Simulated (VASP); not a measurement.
# TaN in VASP: single point with PBE

Aim: the single point of TaN with PBE.

Everything below comes from runs of VASP 6.6.1. Logs are shortened: lines on timing, memory, paths and dates and some standing lists are left out, and cuts for length are marked.

### 1 The cell of the first run

The cell holds a slab with vacuum, 24 atoms: a = 6.247 Å, b = 6.247 Å, c = 22.376 Å, α = 90.00°, β = 90.00°, γ = 120.00°.

### 2 Single point, PBE

INCAR reads:

```
SYSTEM = TaN
PREC     = Accurate       ! precision mode
ENCUT    = 520            ! plane-wave cutoff, eV
EDIFF    = 1E-6           ! SCF threshold, eV
ISMEAR   = 0              ! smearing method
SIGMA    = 0.1            ! smearing width, eV
LREAL    = Auto         
LASPH    = .TRUE.         ! aspherical terms in the spheres
NELM     = 60             ! most SCF steps
ALGO     = Normal         ! electronic algorithm
ISIF     = 2              ! what is computed and relaxed
LWAVE    = .FALSE.        ! write WAVECAR
LCHARG   = .TRUE.         ! write CHGCAR
LDIPOL   = .TRUE.       
IDIPOL   = 3            
DIPOL    = 0.5 0.5 0.499
GGA      = PE             ! functional
LELF     = .TRUE.         ! ELF
LVHAR    = .TRUE.       
LVACPOTAV= .TRUE.       
NBANDS   = 114            ! bands
```

KPOINTS reads:

```
Automatic mesh
0
G
  4 4 1
  0 0 0
```

POSCAR reads:

```
TaN
1.0
    6.2469625050      0.0000000000      0.0000000000
   -3.1234812525      5.4100282258      0.0000000000
    0.0000000000      0.0000000000     22.3757794081
Ta N
12 12
Direct
    0.1666666667      0.3333333333      0.3575294453
    0.1666666667      0.8333333333      0.3575294453
    0.6666666667      0.3333333333      0.3575294453
    0.6666666667      0.8333333333      0.3575294453
    0.5000000000      0.5000000000      0.4715058891
    0.5000000000      0.0000000000      0.4715058891
    0.0000000000      0.5000000000      0.4715058891
    0.0000000000      0.0000000000      0.4715058891
    0.8333333333      0.6666666667      0.5908693901
    0.8333333333      0.1666666667      0.5908693901
    0.3333333333      0.6666666667      0.5908693901
    0.3333333333      0.1666666667      0.5908693901
    0.3333333333      0.1666666667      0.4145176672
    0.3333333333      0.6666666667      0.4145176672
    0.8333333333      0.1666666667      0.4145176672
    0.8333333333      0.6666666667      0.4145176672
    0.6666666667      0.3333333333      0.5281112589
    0.6666666667      0.8333333333      0.5281112589
    0.1666666667      0.3333333333      0.5281112589
    0.1666666667      0.8333333333      0.5281112589
    0.0000000000      0.5000000000      0.6313009752
    0.0000000000      0.0000000000      0.6313009752
    0.5000000000      0.5000000000      0.6313009752
    0.5000000000      0.0000000000      0.6313009752
```

Potentials or basis: VASP PAW PBE potentials, release 64 (Ta_pv, N).

Started as:

```bash
> cat potpaw_PBE.64/Ta_pv/POTCAR potpaw_PBE.64/N/POTCAR > POTCAR
> mpirun -np 1 vasp_std > vasp.out
```

OUTCAR:

```text
SYSTEM = TaN
   PREC = Accurate
   ENCUT = 520
   EDIFF = 1E-6
   ISMEAR = 0
   LREAL = Auto
   LASPH = .TRUE.
   NELM = 60
   ISIF = 2
   GGA = PE

 ion  position               nearest neighbor table
   1  0.167  0.333  0.358-  13 2.21  14 2.21  15 2.21   4 3.12   2 3.12   2 3.12   4 3.12   3 3.12
                             3 3.12   8 3.12   5 3.12   7 3.12
   2  0.167  0.833  0.358-  14 2.21  13 2.21  16 2.21   3 3.12   1 3.12   1 3.12   3 3.12   4 3.12
                             4 3.12   7 3.12   6 3.12   8 3.12
   3  0.667  0.333  0.358-  15 2.21  16 2.21  13 2.21   4 3.12   2 3.12   4 3.12   2 3.12   1 3.12
                             1 3.12   6 3.12   7 3.12   5 3.12
   4  0.667  0.833  0.358-  16 2.21  15 2.21  14 2.21   3 3.12   1 3.12   3 3.12   1 3.12   2 3.12
                             2 3.12   5 3.12   8 3.12   6 3.12
   5  0.500  0.500  0.472-  18 2.20  19 2.20  17 2.20  13 2.21  16 2.21  14 2.21   6 3.12   8 3.12
                             6 3.12   8 3.12   7 3.12   7 3.12   4 3.12   1 3.12   3 3.12  12 3.22
   6  0.500  0.000  0.472-  17 2.20  20 2.20  18 2.20  14 2.21  15 2.21  13 2.21   5 3.12   7 3.12
                             5 3.12   7 3.12   8 3.12   8 3.12   3 3.12   2 3.12   4 3.12  11 3.22
   7  0.000  0.500  0.472-  20 2.20  17 2.20  19 2.20  15 2.21  14 2.21  16 2.21   6 3.12   8 3.12
                             8 3.12   6 3.12   5 3.12   5 3.12   2 3.12   3 3.12   1 3.12  10 3.22
   8  0.000  0.000  0.472-  19 2.20  18 2.20  20 2.20  16 2.21  13 2.21  15 2.21   5 3.12   7 3.12
                             7 3.12   5 3.12   6 3.12   6 3.12   1 3.12   4 3.12   2 3.12   9 3.22
   9  0.833  0.667  0.591-  22 2.02  23 2.02  21 2.02  18 2.29  17 2.29  20 2.29  10 3.12  12 3.12
[... 26 lines left out ...]
 A1 = (   6.2469625050,   0.0000000000,   0.0000000000)
 A2 = (  -3.1234812525,   5.4100282258,   0.0000000000)
 A3 = (   0.0000000000,   0.0000000000,  22.3757794081)

Analysis of symmetry for initial positions (statically):
=====================================================================
 Subroutine PRICEL returns following result:

  LATTYP: Found a hexagonal cell.
 ALAT       =     3.1234812525
 C/A-ratio  =     7.1637309781

  Lattice vectors:

 A1 = (   3.1234812525,   0.0000000000,   0.0000000000)
 A2 = (  -1.5617406262,   2.7050141129,   0.0000000000)
 A3 = (   0.0000000000,   0.0000000000,  22.3757794081)

   4 primitive cells build up your supercell.

 Routine SETGRP: Setting up the symmetry group for a
 hexagonal supercell.

 Subroutine GETGRP returns: Found  6 space group operations
 (whereof  6 operations were pure point group operations)
 out of a pool of 24 trial point group operations.

The static configuration has the point symmetry C_3v.

Analysis of symmetry for dynamics (positions and initial velocities):
[... 125 lines left out ...]
   EFERMI_NEDOS =   21; number of points for ismear=-14 and -15
   IALGO  =     38    algorithm
   IMIX   =      4    mixing-type and parameters
     AMIX     =   0.40;   BMIX     =  1.00
     AMIX_MAG =   1.60;   BMIX_MAG =  1.00
  volume/ion in A,a.u.               =      31.51       212.63
  Fermi-wavevector in a.u.,A,eV,Ry     =   1.036636  1.958958 14.621020  1.074615
  Thomas-Fermi vector in A             =   2.171036
   LORBIT       =      0    0 simple, 1 ext, 2 COOP (PROOUT), +10 PAW based schemes
   GGA     = PE    functional components
   LHFCALC =     F    Hartree Fock is set to
   AEXX    =    0.0000 exact exchange contribution
   IVDW    =     0    specifies the selected vdW correction
   LEPSILON=     F    determine dielectric tensor
   LRPA    =     F    only Hartree local field effects (RPA)
 non-spin polarized calculation
 Gauss-broadening in eV      SIGMA  =   0.10
  energy-cutoff  :      520.00
  volume of cell :      756.22
 maximum number of plane-waves:     20441
 NGX is ok and might be reduce to    48
   NGX = 23   NGY = 23   NGZ = 83

 dipolmoment           0.000000      0.000000     -3.060979 electrons x Angstroem

 number of electron     191.9999979 magnetization

 dipolmoment           0.000000      0.000000      0.100354 electrons x Angstroem

 Free energy of the ion-electron system (eV)
  ---------------------------------------------------
  ext. energy  EPLUGINS =         0.00000000
  ---------------------------------------------------
  free energy    TOTEN  =      -254.32508341 eV

  energy without entropy =     -254.18125047  energy(sigma->0) =     -254.25316694

 E-fermi :  -0.3631     XC(G=0):  -5.4960

 val. band max:       -0.3685504389   @ k =   0.2500   0.0000   0.0000
 cond. band min:      -0.3245869987   @ k =   0.2500   0.2500   0.0000
 fundamental gap:      0.0439634402
 Fermi energy:        -0.3631215506

 k-point     1 :       0.0000    0.0000    0.0000
  band No.  band energies     occupation
      1     -36.8621      2.00000
      2     -36.8621      2.00000
      3     -36.8621      2.00000
      4     -36.7355      2.00000
      5     -36.7355      2.00000
      6     -36.7355      2.00000
[... 433 lines left out ...]
    107       1.0585      0.00000
    108       1.0622      0.00000
 [bands above 108 left out]

------------------------ aborting loop because EDIFF is reached ----------------------------------------

  FORCE on cell =-STRESS in cart. coord.  units (eV):
  Direction    XX          YY          ZZ          XY          YZ          ZX
  --------------------------------------------------------------------------------------
  -------------------------------------------------------------------------------------
  Total       -8.9362996     -8.9362996     -2.6523679      0.0000000     -0.0000000      0.0000000
  in kB      -18.9330987    -18.9330987     -5.6195008      0.0000000     -0.0000000      0.0000000
  external PRESSURE =     -14.4952328 kB  Pullay stress =       0.0000000 kB

 VOLUME and BASIS-vectors are now :
 -----------------------------------------------------------------------------
  energy-cutoff  :      520.00
  volume of cell :      756.22
      direct lattice vectors                 reciprocal lattice vectors
     6.246962505  0.000000000  0.000000000     0.160077798  0.092420960  0.000000000
    -3.123481252  5.410028226  0.000000000     0.000000000  0.184841919  0.000000000
     0.000000000  0.000000000 22.375779408     0.000000000  0.000000000  0.044691181

 POSITION                                       TOTAL-FORCE (eV/Angst)
 -----------------------------------------------------------------------------------
      0.00000      1.80334      8.00000        -0.000000     -0.000000      0.677311
     -1.56174      4.50836      8.00000        -0.000000     -0.000000      0.677311
      3.12348      1.80334      8.00000        -0.000000     -0.000000      0.677311
      1.56174      4.50836      8.00000        -0.000000      0.000000      0.677311
      1.56174      2.70501     10.55031        -0.000000      0.000000     -0.000115
      3.12348      0.00000     10.55031        -0.000000      0.000000     -0.000115
[... 16 lines left out ...]
      1.56174      2.70501     14.12585         0.000000     -0.000000      0.076145
      3.12348      0.00000     14.12585         0.000000     -0.000000      0.076145
 -----------------------------------------------------------------------------------
    total drift:                                0.000000      0.000000      0.010203

  FREE ENERGIE OF THE ION-ELECTRON SYSTEM (eV)
  ---------------------------------------------------
  free  energy   TOTEN  =      -254.3250834117 eV

  energy  without entropy=     -254.1812504707  energy(sigma->0) =     -254.25316694

 vacuum level on the upper side and lower side of the slab         5.172         4.635
```

stdout:

```text
POSCAR found type information on POSCAR TaN
 POSCAR found :  2 types and      24 ions
 scaLAPACK will be used
 LDA part: xc-table for (Slater+PW92), standard interpolation
 POSCAR, INCAR and KPOINTS ok, starting setup
 FFT: planning ... GRIDC
 FFT: planning ... GRID_SOFT
 FFT: planning ... GRID
 WAVECAR not read
 entering main loop
 -----------------------------------------------------------------------------
|                                                                             |
|           W    W    AA    RRRRR   N    N  II  N    N   GGGG   !!!           |
|           W    W   A  A   R    R  NN   N  II  NN   N  G    G  !!!           |
|           W    W  A    A  R    R  N N  N  II  N N  N  G       !!!           |
|           W WW W  AAAAAA  RRRRR   N  N N  II  N  N N  G  GGG   !            |
|           WW  WW  A    A  R   R   N   NN  II  N   NN  G    G                |
|           W    W  A    A  R    R  N    N  II  N    N   GGGG   !!!           |
|                                                                             |
|     Did not find any points to average over, which means that no vacuum     |
|     field-free region was found. Please increase the size of  your cell     |
|     in the dimension of the dipole correction to obtain accurate            |
|     workfunction values.                                                    |
|                                                                             |
 -----------------------------------------------------------------------------
```

Wall time 15 min (1 thread of Intel Xeon 6975P-C (Granite Rapids), shared host); peak memory 0.85 GiB.

What came out:

- Free energy: -254.3251 eV
- Largest force: 0.721 eV/Å
- Band gap on the k mesh: zero (bands 96 and 97 overlap by 0.06 eV)

Forces in eV/Å, atoms in the order of the input:
```
Ta   0.000  0.000  0.677
Ta   0.000  0.000  0.677
Ta   0.000  0.000  0.677
Ta   0.000  0.000  0.677
Ta   0.000  0.000  0.000
Ta   0.000  0.000  0.000
Ta   0.000  0.000  0.000
Ta   0.000  0.000  0.000
Ta   0.000  0.000 -0.016
Ta   0.000  0.000 -0.016
Ta   0.000  0.000 -0.016
Ta   0.000  0.000 -0.016
N    0.000  0.000 -0.721
N    0.000  0.000 -0.721
N    0.000  0.000 -0.721
N    0.000  0.000 -0.721
N    0.000  0.000 -0.016
N    0.000  0.000 -0.016
N    0.000  0.000 -0.016
N    0.000  0.000 -0.016
N    0.000  0.000  0.076
N    0.000  0.000  0.076
N    0.000  0.000  0.076
N    0.000  0.000  0.076
```

Levels at points of the mesh, in eV from the Fermi level:
| k point | band 93 | band 94 | band 95 | band 96 | band 97 | band 98 | band 99 | band 100 |
| --- | --- | --- | --- | --- | --- | --- | --- | --- |
| (0.00, 0.00, 0.00) | -0.25 | -0.25 | -0.06 | -0.06 | -0.06 | 0.23 | 0.47 | 0.47 |
| (0.50, 0.00, 0.00) | -0.31 | -0.31 | -0.06 | -0.06 | 0.37 | 0.37 | 0.54 | 0.54 |

Caveat: spin-orbit coupling is left out, which moves the levels of the heavy elements.

The gap in the log of VASP goes by the Fermi energy; the results here count the filled bands.